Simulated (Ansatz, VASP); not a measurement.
## CaS: VASP beside Ansatz

INCAR

```
SYSTEM = CaS
ALGO = Normal ; EDIFF = 1E-6
ENCUT = 500 ; GGA = PE
GGA_COMPAT = .False. ; ISIF = 2
ISMEAR = 0 ; LASPH = .True.
LCHARG = .False. ; LREAL = .False.
LWAVE = .False. ; NBANDS = 15
NELM = 120 ; PREC = Accurate
SIGMA = 0.02
```

KPOINTS

```
k-points
0
Gamma
  8 8 8
  0 0 0
```

File POSCAR:

```
CaS
1.0
    0.0000000000      2.8283543243      2.8283543243
    2.8283543243      0.0000000000      2.8283543243
    2.8283543243      2.8283543243      0.0000000000
Ca S
1 1
Direct
    0.0000000000      0.0000000000      0.0000000000
    0.5000000000      0.5000000000      0.5000000000
```

Input for Ansatz:

```yaml
crystal:
  lattice:
    - [0.0, 2.8283543243, 2.8283543243]
    - [2.8283543243, 0.0, 2.8283543243]
    - [2.8283543243, 2.8283543243, 0.0]
  atoms:
    - { symbol: Ca, position: [0.0, 0.0, 0.0] }
    - { symbol: S, position: [0.5, 0.5, 0.5] }
basis:
  ecutwfc: 420
kpoints:
  mp_grid: { grid: [8, 8, 8] }
  band_path:
    path:
      - [[0.0, 0.0, 0.0], [0.5, 0.0, 0.5], [0.625, 0.25, 0.625]]
      - [[0.375, 0.375, 0.75], [0.0, 0.0, 0.0], [0.5, 0.5, 0.5], [0.5, 0.25, 0.75], [0.5, 0.0, 0.5]]
    npoints: 10
hamiltonian:
  xc: pbe
  pseudopotentials: { kind: paw, azcp: { folder: soft_1 } }
scf:
  occupations: { method: gaussian, width: 0.02 }
  n_extra_bands: 7
output:
  forces: true
  stress: true
  eigenvalues: true
```

Alike in both runs: task single point; functional PBE; k mesh 8 × 8 × 8; occupations gaussian, width 0.02 eV; no spin polarisation.

|  | VASP | Ansatz |
| --- | --- | --- |
| version | VASP 6.6.1 | Ansatz 0.2.0 |
| potentials or method | VASP PAW PBE potentials, release 64 (Ca_sv, S), cutoff 500 eV | scalar-relativistic, plane waves, PAW |
| valence electrons in the cell | 16 | 16 |

```csv
,VASP,Ansatz,Ansatz less VASP
gap on the k mesh at the Fermi level (eV),2.31,2.31,+0.004
least direct gap on the mesh (eV),3.13,3.13,+0.004
pressure (GPa),1.9,1.8,-0.17
```
